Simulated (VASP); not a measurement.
## AlN: single point with r2SCAN

The system is AlN.

```
CELL_PARAMETERS angstrom
3.15362 0.00000 0.00000
-1.57681 2.73112 0.00000
0.00000 0.00000 4.84435
ATOMIC_POSITIONS crystal
Al 0.33333 0.66667 0.00000
Al 0.66667 0.33333 0.50000
N 0.33333 0.66667 0.38500
N 0.66667 0.33333 0.88500
```

This cell differs from its parent crystal: ratio of the length along z to the lengths across it x 0.96, volume and fractional coordinates fixed.

* Program: VASP 6.6.1
* Task: single point
* Functional: r2SCAN
* Potentials or basis: VASP PAW PBE potentials, release 64 (Al, N)
* Cutoff: 520 eV
* k mesh: 12 × 12 × 6
* Occupations: gaussian, width 0.05 eV
* Spin: no spin polarisation

The pressure is -1.2 GPa and the largest force is 0.337 eV/Å. The band gap on the k mesh is 4.72 eV, direct.

Forces on the atoms (eV/Å):
```
Al   0.000  0.000 -0.337
Al   0.000  0.000 -0.337
N    0.000  0.000  0.337
N    0.000  0.000  0.337
```

Stress tensor (GPa, compression positive):
```
-6.32  0.00  0.00
 0.00 -6.32  0.00
 0.00  0.00  8.95
```

Levels at points of the mesh, in eV from the valence-band top:
| k point | band 4 | band 5 | band 6 | band 7 | band 8 | band 9 | band 10 | band 11 | band 12 | band 13 |
| --- | --- | --- | --- | --- | --- | --- | --- | --- | --- | --- |
| (0.00, 0.00, 0.00) | -1.26 | -1.26 | -0.47 | -0.47 | 0.00 | 4.72 | 6.94 | 11.43 | 11.43 | 11.65 |
| (0.50, 0.00, 0.00) | -4.25 | -3.56 | -2.50 | -1.91 | -0.86 | 6.15 | 6.57 | 8.82 | 11.12 | 11.40 |
| (0.00, 0.00, 0.50) | -3.36 | -0.88 | -0.88 | -0.88 | -0.88 | 6.90 | 6.90 | 11.31 | 11.31 | 11.74 |
| (0.50, 0.00, 0.50) | -5.86 | -1.78 | -1.78 | -1.43 | -1.43 | 5.94 | 5.94 | 10.03 | 10.03 | 12.85 |

Wall time 56 s on 1 thread of Intel(R) Xeon(R) 6975P-C (Granite Rapids) (shared host), peak memory 0.18 GiB.

Caveat: the PAW data sets were made with another functional, which shifts forces and pressure a little. A k mesh can miss the band edges.
